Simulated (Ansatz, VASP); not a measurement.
MgO: VASP beside Ansatz

File INCAR:

```
SYSTEM = MgO
  PREC = Accurate
  ENCUT = 840
  EDIFF = 1E-6
  ISMEAR = 0
  SIGMA = 0.02
  LREAL = .FALSE.
  LASPH = .TRUE.
  NELM = 120
  ALGO = Normal
  ISIF = 2
  LWAVE = .FALSE.
  LCHARG = .TRUE.
  GGA = CA
  LELF = .TRUE.
  LVHAR = .TRUE.
  NBANDS = 15
  GGA_COMPAT = .FALSE.
```

KPOINTS

```
regular mesh
0
G
  12 12 8
  0 0 0
```

POSCAR

```
MgO
1.0
    2.9380210000      0.0293802100      0.0000000000
   -1.4435659900      2.5297109000      0.0000000000
    0.0000000000      0.0000000000      2.6796800000
Mg O
1 1
Direct
    0.0000000000      0.0000000000      0.0000000000
    0.3333333333      0.6666666667      0.5000000000
```

Input for Ansatz:

```yaml
crystal:
  lattice:
    - [2.938021, 0.02938021, 0.0]
    - [-1.44356599, 2.5297109, 0.0]
    - [0.0, 0.0, 2.67968]
  atoms:
    - { symbol: Mg, position: [0.0, 0.0, 0.0] }
    - { symbol: O, position: [0.3333333333333333, 0.6666666666666666, 0.5] }
basis:
  ecutwfc: 510.0
kpoints:
  mp_grid:
    grid: [12, 12, 8]
hamiltonian:
  xc: lda
scf:
  occupations:
    method: gaussian
    width: 0.02
output:
  stress: true
```

Alike in both runs: task single point; functional LDA; k mesh 12 × 12 × 8; occupations gaussian, width 0.02 eV; no spin polarisation.

|  | VASP | Ansatz |
| --- | --- | --- |
| version | VASP 6.6.1 | Ansatz 0.2.0 |
| potentials or method | VASP PAW LDA potentials, release 64 (Mg_sv, O), cutoff 840 eV | plane waves, PAW |
| valence electrons in the cell | 16 | 16 |

Ansatz gave:

| Quantity | Value |
| --- | --- |
| pressure (GPa) | -9.3 |
| traceless stress, the component that is largest in VASP (GPa) | -2.28 |

Question: Which values does VASP return?

Answer: Pressure (GPa): -9.0; traceless stress, the component that is largest in VASP (GPa): -2.30.

LDA's correlation is that of Perdew and Zunger in VASP and of Perdew and Wang (1992) in Ansatz.
